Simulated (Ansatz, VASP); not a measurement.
# Ge in VASP and in Ansatz

```
Ge
1.0
     4.18100    0.00000    0.00000
    -2.09050    3.62085    0.00000
     0.00000    0.00000   28.00000
Ge
2
Direct
  0.33333 0.66667 0.51298
  0.66667 0.33333 0.48702
```

Alike in both runs: task single point; functional PBE; k mesh 12 × 12 × 1; occupations gaussian, width 0.1 eV; no spin polarisation.

|  | VASP | Ansatz |
| --- | --- | --- |
| version | VASP 6.6.1 | Ansatz 0.2.0 |
| potentials or method | VASP PAW PBE potentials, release 64 (Ge_d), cutoff 520 eV | scalar-relativistic, plane waves, PAW |
| valence electrons in the cell | 28 | 28 |

```csv
,VASP,Ansatz,Ansatz less VASP
gap on the k mesh at the Fermi level (eV),none,none,-
rms of the force components (eV/Å),0.181,0.183,+0.0021
```

Atom by atom the forces differ by 0.002 eV/Å (rms over components). A gap of «none» marks a metal or a gap that the smearing closes. The functional is the same, so the differences come from potentials, cutoffs and numerics.
